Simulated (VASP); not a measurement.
Write the native input for VASP 6.6.1 that does the following.

* Task: single point
* Functional: LDA
* Potentials or basis: VASP PAW LDA potentials, release 64 (B)
* Cutoff: 520 eV
* k mesh: 24 × 24 × 5
* Occupations: fermi-dirac, width 0.1 eV
* Spin: no spin polarisation
* Dipole correction: no
* Further INCAR settings: ALGO = Normal; EDIFF = 1e-06; NBANDS = 10

The structure of B lies in POSCAR:

```
B
1.0
    1.6962388030      0.0000000000      0.0000000000
   -0.8481194015      1.4689858943      0.0000000000
    0.0000000000      0.0000000000      6.9341498130
B
2
Direct
    0.3333333333      0.6666666667      0.2500000000
    0.6666666667      0.3333333333      0.7500000000
```

The input as run:

INCAR

```
  ALGO = Normal
  EDIFF = 1E-6
  ENCUT = 520
  GGA = CA
  ISIF = 2
  ISMEAR = -1
  LASPH = True
  LCHARG = False
  LREAL = False
  LWAVE = False
  NBANDS = 10
  NELM = 60
  PREC = Accurate
  SIGMA = 0.1
```

KPOINTS

```
k-points
0
Gamma
  24 24 5
```

Potentials or basis: VASP PAW LDA potentials, release 64 (B).

Command:

```bash
$ cat potpaw_LDA.64/B/POTCAR > POTCAR
$ mpirun -np 1 vasp_std > vasp.out
```

Results of the run:

```json
{
 "Pressure": "-0.4 GPa",
 "Band gap on the k mesh": "zero (band 3 reaches 9.20 eV, above the bottom of band 4 at -1.68 eV)"
}
```

Wall time 10 s on 1 thread of Intel(R) Xeon(R) 6975P-C (Granite Rapids), on a shared host, peak memory 0.13 GiB.
